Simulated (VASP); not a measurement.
# Rh (P6_3/mmc) in VASP: further runs, part 2 of 2

VASP 6.6.1. The steps go on from the part before.

### Step 4. Single point, r2SCAN (equal strain along all axes, cell held: +6.0 %)

The input, POSCAR:

```
Rh
1.0
    2.8658617736      0.0000000000      0.0000000000
   -1.4329308868      2.4819090997      0.0000000000
    0.0000000000      0.0000000000      4.6095342543
Rh
2
Direct
    0.6666666667      0.3333333333      0.7500000000
    0.3333333333      0.6666666667      0.2500000000
```

The input, INCAR.step1:

```
SYSTEM = Rh
  ALGO = Normal
  EDIFF = 1E-4
  ENCUT = 520
  GGA = PE
  ISMEAR = 0
  LASPH = .TRUE.
  LCHARG = .FALSE.
  LREAL = .FALSE.
  LWAVE = .TRUE.
  NBANDS = 22
  NELM = 100
  PREC = Accurate
  SIGMA = 0.1
```

The input, INCAR.step2:

```
SYSTEM = Rh
  ALGO = Normal
  EDIFF = 1E-6
  ENCUT = 520
  ISIF = 2
  ISMEAR = 0
  ISTART = 1
  LASPH = .TRUE.
  LCHARG = .FALSE.
  LMIXTAU = .TRUE.
  LREAL = .FALSE.
  LWAVE = .FALSE.
  METAGGA = R2SCAN
  NBANDS = 22
  NELM = 100
  PREC = Accurate
  SIGMA = 0.1
```

The input, KPOINTS:

```
k-points
0
G
  24 24 12
  0 0 0
```

Potentials or basis: VASP PAW PBE potentials, release 64 (Rh_pv).

Run with:

```bash
cat potpaw_PBE.64/Rh_pv/POTCAR > POTCAR
cp INCAR.step1 INCAR
mpirun -np 1 vasp_std > vasp.out
cp INCAR.step2 INCAR
mpirun -np 1 vasp_std > vasp.out
```

OUTCAR:

```text
SYSTEM = Rh
   EDIFF = 1E-6
   ENCUT = 520
   ISIF = 2
   ISMEAR = 0
   ISTART = 1
   LASPH = .TRUE.
   LREAL = .FALSE.
   METAGGA = R2SCAN
   NELM = 100
   PREC = Accurate

 ion  position               nearest neighbor table
   1  0.667  0.333  0.750-   2 2.84   2 2.84   2 2.84   2 2.84   2 2.84   2 2.84
   2  0.333  0.667  0.250-   1 2.84   1 2.84   1 2.84   1 2.84   1 2.84   1 2.84

  LATTYP: Found a hexagonal cell.
 ALAT       =     2.8658617736
 C/A-ratio  =     1.6084286747

  Lattice vectors:

 A1 = (   2.8658617736,   0.0000000000,   0.0000000000)
[... 193 lines left out ...]
      5     -38.6677      2.00000
      6     -38.6677      2.00000
[... 589 lines left out ...]
     21      21.2712      0.00000
     22      22.0551      0.00000

 [... further k-points ...]
[... 5 lines left out ...]
  --------------------------------------------------------------------------------------
  -------------------------------------------------------------------------------------
  Total       -6.1848709     -6.1848709     -6.3135336      0.0000000      0.0000000      0.0000000
  in kB     -302.2338232   -302.2338232   -308.5211364      0.0000000      0.0000000      0.0000000
  external PRESSURE =    -304.3295943 kB  Pullay stress =       0.0000000 kB

 VOLUME and BASIS-vectors are now :
 -----------------------------------------------------------------------------
  energy-cutoff  :      520.00
  volume of cell :       32.79
      direct lattice vectors                 reciprocal lattice vectors
     2.865861774  0.000000000  0.000000000     0.348935182  0.201457821  0.000000000
    -1.432930887  2.481909100  0.000000000     0.000000000  0.402915643  0.000000000
     0.000000000  0.000000000  4.609534254     0.000000000  0.000000000  0.216941657

 POSITION                                       TOTAL-FORCE (eV/Angst)
 -----------------------------------------------------------------------------------
      1.43293      0.82730      3.45715         0.000000      0.000000      0.000000
     -0.00000      1.65461      1.15238        -0.000000     -0.000000      0.000000
 -----------------------------------------------------------------------------------
    total drift:                               -0.000000      0.000000     -0.000000

  FREE ENERGIE OF THE ION-ELECTRON SYSTEM (eV)
  ---------------------------------------------------
  free  energy   TOTEN  =       -47.6100948694 eV

  energy  without entropy=      -47.5892159046  energy(sigma->0) =      -47.59965539
```

OUTCAR.step1:

```text
SYSTEM = Rh
   EDIFF = 1E-4
   ENCUT = 520
   GGA = PE
   ISMEAR = 0
   LASPH = .TRUE.
   LREAL = .FALSE.
[... 824 lines left out ...]
      1.43293      0.82730      3.45715         0.000000     -0.000000      0.000000
     -0.00000      1.65461      1.15238        -0.000000      0.000000      0.000000
 -----------------------------------------------------------------------------------
    total drift:                               -0.000000      0.000000     -0.000000

  FREE ENERGIE OF THE ION-ELECTRON SYSTEM (eV)
  ---------------------------------------------------
  free  energy   TOTEN  =       -14.0204167780 eV

  energy  without entropy=      -13.9988157924  energy(sigma->0) =      -14.00961629
```

Run time: 10 min. Hardware: 1 thread of Intel Xeon Platinum 8259CL at 2.50GHz (Skylake/Cascade Lake), shared host; peak memory 0.35 GiB.

What came out:

```
Free energy            : -47.6101 eV
Pressure               : -30.4 GPa
Band gap on the k mesh : zero (band 15 reaches 9.34 eV, above the bottom of band 16 at 7.51 eV)
```

Stress tensor (GPa, compression positive):
```
-30.22   0.00   0.00
  0.00 -30.22   0.00
  0.00   0.00 -30.85
```

Caveat: the cell differs from its parent crystal (equal strain along all axes, cell held: +6.0 %); the PAW data sets were made with another functional, which shifts forces and pressure a little.

### Step 5. Single point, r2SCAN (biaxial strain in the a-b plane: -4.0 %, then relaxed in part)

The input, POSCAR:

```
Rh
1.0
    2.5954974562      0.0000000000      0.0000000000
   -1.2977487281      2.2477667325      0.0000000000
    0.0000000000      0.0000000000      4.5046916223
Rh
2
Direct
    0.6666666667      0.3333333333      0.7500000000
    0.3333333333      0.6666666667      0.2500000000
```

The input, INCAR.step1:

```
PREC     = Accurate       # precision mode
ENCUT    = 520            # plane-wave cutoff, eV
ISMEAR   = 0              # smearing method
SIGMA    = 0.1            # smearing width, eV
LREAL    = F              # projectors in reciprocal space
LASPH    = T              # aspherical terms in the spheres
NELM     = 100            # most SCF steps
NBANDS   = 22             # bands
GGA      = PE             # functional
ALGO     = Normal         # electronic algorithm
EDIFF    = 1E-4           # SCF threshold, eV
LWAVE    = T              # write WAVECAR
LCHARG   = F              # write CHGCAR
```

The input, INCAR.step2:

```
PREC     = Accurate       # precision mode
ENCUT    = 520            # plane-wave cutoff, eV
EDIFF    = 1E-6           # SCF threshold, eV
ISMEAR   = 0              # smearing method
SIGMA    = 0.1            # smearing width, eV
LREAL    = F              # projectors in reciprocal space
LASPH    = T              # aspherical terms in the spheres
NELM     = 100            # most SCF steps
ALGO     = Normal         # electronic algorithm
ISIF     = 2              # what is computed and relaxed
LWAVE    = F              # write WAVECAR
LCHARG   = T              # write CHGCAR
METAGGA  = R2SCAN         # meta-GGA
LMIXTAU  = T            
LELF     = T              # ELF
LVHAR    = T            
NBANDS   = 22             # bands
ISTART   = 1
```

The input, KPOINTS:

```
Automatic mesh
0
Gamma
  24 24 12
```

Run with:

```bash
cat potpaw_PBE.64/Rh_pv/POTCAR > POTCAR
cp INCAR.step1 INCAR
mpirun -np 1 vasp_std > vasp.out
cp INCAR.step2 INCAR
mpirun -np 1 vasp_std > vasp.out
```

It took 6.2 min on 1 thread of AMD EPYC 9R45 (Zen 5), shared host; peak memory 0.27 GiB.

Results (log left out):

```yaml
Free_energy: -48.0315 eV
Pressure: 17.6 GPa
Band_gap_on_the_k_mesh: zero (band 15 reaches 13.68 eV, above the bottom of band 16 at 10.70 eV)
```

Stress tensor (GPa, compression positive):
```
25.83  0.00  0.00
 0.00 25.83  0.00
 0.00  0.00  1.27
```

Levels at points of the mesh, in eV from the Fermi level:
```tsv
k point	band 12	band 13	band 14	band 15	band 16	band 17	band 18	band 19
(0.00, 0.00, 0.00)	-2.88	-2.88	-1.55	-1.55	0.16	0.25	0.25	8.54
(0.50, 0.00, 0.00)	-2.64	-1.99	0.51	0.93	1.15	3.60	5.97	11.11
(0.00, 0.00, 0.50)	-3.32	-3.32	-3.32	-0.38	-0.38	-0.38	-0.38	14.92
(0.50, 0.00, 0.50)	-1.56	-0.24	-0.24	1.05	1.05	3.09	3.09	10.59
```

Caveat: the cell differs from its parent crystal (biaxial strain in the a-b plane: -4.0 %, then relaxed in part); the PAW data sets were made with another functional, which shifts forces and pressure a little.

### Step 6. Summary

```csv
cell,gap on the mesh (eV),pressure (GPa)
"a = 2.541, b = 2.541, c = 4.580 Å, angles 90.0, 90.0, 120.0°, 2 atoms",none,30.2
"a = 2.595, b = 2.595, c = 4.453 Å, angles 90.0, 90.0, 120.0°, 2 atoms",none,21.4
"a = 2.866, b = 2.866, c = 4.610 Å, angles 90.0, 90.0, 120.0°, 2 atoms",none,-30.4
"a = 2.595, b = 2.595, c = 4.505 Å, angles 90.0, 90.0, 120.0°, 2 atoms",none,17.6
```

Alike in all rows: task single point; level r2SCAN; potentials or basis VASP PAW PBE potentials, release 64 (Rh_pv); no spin polarisation; k mesh 24 × 24 × 12; cutoff (eV) 520; smearing gaussian 0.1 eV.

Caveats: the PAW data sets were made with another functional, which shifts forces and pressure a little.

Absolute energies hang on the potentials; compare differences alone.
